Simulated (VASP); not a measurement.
Ga2O3:

```
Ga O
1.0
     6.10700   -1.51855    0.00000
     6.10700    1.51855    0.00000
    -1.38599    0.00000    5.63001
Ga O
4 6
Cartesian
  3.2184 0.0000 3.8621
  7.6096 0.0000 1.7679
  10.8240 0.0000 1.1564
  0.0041 0.0000 4.4736
  5.1267 0.0000 4.1853
  5.7013 0.0000 1.4447
  9.4919 0.0000 2.4592
  1.3361 0.0000 3.1708
  8.9710 0.0000 5.0118
  1.8570 0.0000 0.6182
```

* Program: VASP 6.6.1
* Task: relaxation of cell and atoms
* Functional: PBE
* Potentials or basis: VASP PAW PBE potentials, release 64 (Ga_d, O)
* Cutoff: 600 eV
* k mesh: 7 × 7 × 4
* Occupations: fermi-dirac, width 0.05 eV
* Spin: no spin polarisation

At the start: pressure 9.9 GPa; volume 10.44 Å³/atom.

Question: Where does the relaxation end?

Answer: Over 11 steps the energy falls by 16.0 meV/atom and the volume is 10.98 Å³/atom (+5.2 %); space group C2/m (No. 12, to 0.1 Å) before and after.

Step by step:
| step | energy change (eV) | largest force (eV/Å) | pressure (GPa) | volume (Å³) |
| --- | --- | --- | --- | --- |
| 1 | 0.0000 | 0.2443 | 9.93 | 104.42 |
| 2 | -0.0374 | 0.3991 | -7.10 | 114.51 |
| 3 | -0.1563 | 0.1602 | 0.06 | 109.62 |
| 4 | -0.1563 | 0.1543 | 0.25 | 109.51 |
| 5 | -0.1585 | 0.0690 | 0.13 | 109.70 |
| 6 | -0.1586 | 0.0509 | 0.16 | 109.67 |
| 7 | -0.1592 | 0.0378 | -0.14 | 109.85 |
| 8 | -0.1592 | 0.0374 | -0.16 | 109.86 |
| 9 | -0.1595 | 0.0224 | 0.06 | 109.79 |
| 10 | -0.1595 | 0.0236 | 0.19 | 109.74 |
| 11 | -0.1597 | 0.0197 | 0.02 | 109.83 |

Final structure:
```
Ga O
1.0
     6.22639   -1.54311    0.01199
     6.22639    1.54311    0.01199
    -1.40204    0.00000    5.71277
Ga O
4 6
Direct
  0.34161 0.34161 0.68625
  0.65839 0.65839 0.31375
  0.90974 0.90974 0.20511
  0.09026 0.09026 0.79489
  0.50424 0.50424 0.74438
  0.49576 0.49576 0.25562
  0.82649 0.82649 0.43635
  0.17351 0.17351 0.56365
  0.83591 0.83591 0.89084
  0.16409 0.16409 0.10916
```
